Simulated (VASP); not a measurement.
Input of a VASP 6.6.1 run:

The input INCAR:

```
  ALGO = Normal
  EDIFF = 1E-7
  ENCUT = 520
  GGA = RP
  ISIF = 2
  ISMEAR = 0
  LASPH = T
  LCHARG = F
  LREAL = F
  LWAVE = F
  NBANDS = 15
  NELM = 100
  PREC = Accurate
  SIGMA = 0.01
```

File KPOINTS:

```
k-points
0
Gamma
  8 8 8
```

POSCAR

```
SrO
1.0
    0.0000000000      2.5663000000      2.5663000000
    2.5663000000      0.0000000000      2.5663000000
    2.5663000000      2.5663000000      0.0000000000
Sr O
1 1
Direct
    0.5000000000      0.5000000000      0.5000000000
    0.0000000000      0.0000000000      0.0000000000
```

Potentials or basis: VASP PAW PBE potentials, release 64 (Sr_sv, O).

The run is started by

```sh
$ cat potpaw_PBE.64/Sr_sv/POTCAR potpaw_PBE.64/O/POTCAR > POTCAR
$ mpirun -np 1 vasp_std > vasp.out
```

**Question.** Predict the pressure.

**Answer.** 7.0 GPa.

**Question.** What does it give for the band gap on the k mesh?

**Answer.** 3.38 eV, indirect (least direct gap 3.46 eV).

Caveat: the PAW data sets were made with another functional, which shifts forces and pressure a little. Expect the measured gap to be larger: semilocal functionals such as RPBE lack the derivative discontinuity.
